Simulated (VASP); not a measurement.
A run of VASP 6.6.1 is set up as follows.

The input POSCAR:

```
Cs
1.0
    0.0000000000      4.0225353444      4.0225353444
    4.0225353444      0.0000000000      4.0225353444
    4.0225353444      4.0225353444      0.0000000000
Cs
1
Direct
    0.0000000000      0.0000000000      0.0000000000
```

Contents of INCAR.step1:

```
PREC = Accurate
ENCUT = 520
ISMEAR = 0
SIGMA = 0.05
LREAL = F
LASPH = T
NELM = 80
NBANDS = 10
GGA = PE
ALGO = Normal
EDIFF = 1E-4
LWAVE = T
LCHARG = F
```

INCAR.step2

```
PREC = Accurate
ENCUT = 520
EDIFF = 1E-6
ISMEAR = 0
SIGMA = 0.05
LREAL = F
LASPH = T
NELM = 80
ALGO = Normal
ISIF = 2
LWAVE = F
LCHARG = F
METAGGA = R2SCAN
LMIXTAU = T
NBANDS = 10
ISTART = 1
```

KPOINTS

```
Automatic mesh
0
Gamma
  10 10 10
```

Potentials or basis: VASP PAW PBE potentials, release 64 (Cs_sv).

Run with:

```bash
$ cat potpaw_PBE.64/Cs_sv/POTCAR > POTCAR
$ cp INCAR.step1 INCAR
$ mpirun -np 1 vasp_std > vasp.out
$ cp INCAR.step2 INCAR
$ mpirun -np 1 vasp_std > vasp.out
```

Problem. Estimate the band gap on the k mesh.

Solution. Zero (an odd number of electrons rules out a gap without spin polarisation).

Problem. Predict the pressure.

Solution. -0.1 GPa.

Caveat: the PAW data sets were made with another functional, which shifts forces and pressure a little; spin-orbit coupling is left out, which moves the levels of the heavy elements.
